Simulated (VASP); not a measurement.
An input for VASP 6.6.1 (Be):

File INCAR:

```
SYSTEM = Be
PREC = Accurate ; ENCUT = 520
EDIFF = 1E-6 ; ISMEAR = 0
SIGMA = 0.1 ; LREAL = .False.
LASPH = .True. ; NELM = 60
ALGO = Normal ; ISIF = 2
LWAVE = .False. ; LCHARG = .False.
GGA = PS ; NBANDS = 18
```

The input KPOINTS:

```
Automatic mesh
0
Gamma
  6 6 6
  0 0 0
```

POSCAR

```
Be
1.0
   -2.5177072910      2.5176585792      2.2549276975
    2.5168237937     -2.5155428845      2.2582200656
    2.7554624082      2.7548910980     -2.2573007749
Be
8
Direct
   -0.0415266311     -0.0415384717     -0.0830629208
   -0.0415417532     -0.0415337339      0.4169436380
    1.0415314973      0.5415179087      0.0830576101
    1.0415431634      0.5415529037      0.5830616865
    0.5415259793      1.0415219588      1.0830561204
    0.5415426629      0.0415546456      0.5830634291
    0.4584693220      0.4584602253     -0.0830620434
    0.4584557593      0.4584645637      0.4169424802
```

Potentials or basis: VASP PAW PBE potentials, release 64 (Be).

Command:

```bash
$ cat potpaw_PBE.64/Be/POTCAR > POTCAR
$ mpirun -np 1 vasp_std > vasp.out
```

Q: What does the program do with it?

A: The run stopped without a result. It printed:

OUTCAR:

```text
SYSTEM = Be
   PREC = Accurate
   ENCUT = 520
   EDIFF = 1E-6
   ISMEAR = 0
   LREAL = .False.
   LASPH = .True.
   NELM = 60
   ISIF = 2
   GGA = PS
[... 52 lines left out ...]
|     E        R     R  R     R  O     O  R     R     ###     ###     ###     |
|     E        R     R  R     R  O     O  R     R     ###     ###     ###     |
|     EEEEE    RRRRRR   RRRRRR   O     O  RRRRRR       #       #       #      |
|     E        R   R    R   R    O     O  R   R                               |
|     E        R    R   R    R   O     O  R    R      ###     ###     ###     |
|     EEEEEEE  R     R  R     R  OOOOOOO  R     R     ###     ###     ###     |
|                                                                             |
|     PRICELV: current lattice and primitive lattice are incommensurate       |
|     within SYMPREC.                                                         |
|                                                                             |
|       ---->  I REFUSE TO CONTINUE WITH THIS SICK JOB ... BYE!!! <----       |
|                                                                             |
 -----------------------------------------------------------------------------
```

On the terminal:

```text
POSCAR found type information on POSCAR Be
 POSCAR found :  1 types and       8 ions
[... 26 lines left out ...]

1
```
